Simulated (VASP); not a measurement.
# ZnS: relaxation of the atoms with r2SCAN

**What was measured.**

“Electronic, vibrational, and thermodynamic properties of ZnS (zincblende and rocksalt structure)”, 2009, arxiv:0911.5022 quotes, for a bulk crystal of ZnS at 19 K: band gap 3.85 eV (direct).

Crystal: ZnS.

```
CELL_PARAMETERS angstrom
0.00000 2.67709 2.67709
2.67709 0.00000 2.67709
2.67709 2.67709 0.00000
ATOMIC_POSITIONS crystal
Zn 0.25000 0.25000 0.25000
S 0.00000 0.00000 0.00000
```

| Property | Result |
| --- | --- |
| Program | VASP 6.6.1 |
| Task | relaxation of the atoms |
| Functional | r2SCAN |
| Potentials or basis | VASP PAW PBE potentials, release 64 (Zn, S) |
| Cutoff | 520 eV |
| k mesh | 10 × 10 × 10 |
| Occupations | fermi-dirac, width 0.02 eV |
| Spin | no spin polarisation |
| Dipole correction | no |
| Further INCAR settings | ALGO = Normal; EDIFF = 1e-06; IBRION = 2; EDIFFG = -0.01; NSW = 50 |

```yaml
Pressure_after_relaxing: 1.6 GPa
Band_gap_on_the_k_mesh: 2.81 eV, direct
```

Final structure:
```
Zn S
1.0
     0.00000    2.67709    2.67709
     2.67709    0.00000    2.67709
     2.67709    2.67709    0.00000
Zn S
1 1
Direct
  0.25000 0.25000 0.25000
  0.00000 0.00000 0.00000
```

Levels at points of the mesh, in eV from the valence-band top:
| k point | band 6 | band 7 | band 8 | band 9 | band 10 | band 11 | band 12 | band 13 |
| --- | --- | --- | --- | --- | --- | --- | --- | --- |
| (0.00, 0.00, 0.00) | -6.03 | 0.00 | 0.00 | 0.00 | 2.81 | 6.88 | 6.88 | 6.88 |
| (0.50, 0.00, 0.00) | -5.83 | -5.59 | -0.93 | -0.93 | 3.87 | 7.37 | 7.37 | 9.53 |
| (0.50, 0.50, 0.00) | -5.81 | -4.73 | -2.39 | -2.39 | 3.67 | 4.48 | 11.98 | 13.02 |

Run time: 61 s on 1 thread of Intel(R) Xeon(R) Platinum 8488C (Sapphire Rapids), with other jobs on the host, peak memory 0.17 GiB.

Against the measured gap of ZnS, 3.85 eV (direct; 19 K; quoted in “Electronic, vibrational, and thermodynamic properties of ZnS (zincblende and rocksalt structure)”, 2009, arxiv:0911.5022), the calculated 2.81 eV is off by -1.04 eV. The value is that of r2SCAN, without temperature or zero-point motion.

Caveat: the relaxation stopped at its first step, so nothing moved; the PAW data sets were made with another functional, which shifts forces and pressure a little.
